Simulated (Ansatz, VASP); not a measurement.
Ti in VASP and in Ansatz

```
Ti
1.0
     3.25179    0.00000    0.00000
     0.00000    3.25179    0.00000
     0.00000    0.00000    3.25179
Ti
2
Cartesian
  0.0000 0.0000 0.0000
  1.6259 1.6259 1.6259
```

Alike in both runs: task single point; functional r2SCAN; k mesh 16 × 16 × 16; occupations gaussian, width 0.1 eV; no spin polarisation.

|  | VASP | Ansatz |
| --- | --- | --- |
| version | VASP 6.6.1 | Ansatz 0.2.0 |
| potentials or method | VASP PAW PBE potentials, release 64 (Ti_sv), cutoff 520 eV | scalar-relativistic, plane waves, PAW |
| valence electrons in the cell | 24 | 24 |

```csv
,VASP,Ansatz,Ansatz less VASP
gap on the k mesh at the Fermi level (eV),none,none,-
pressure (GPa),0.4,0.0,-0.41
```

VASP's potentials were made for PBE, not for r2SCAN. A gap of «none» marks a metal or a gap that the smearing closes.
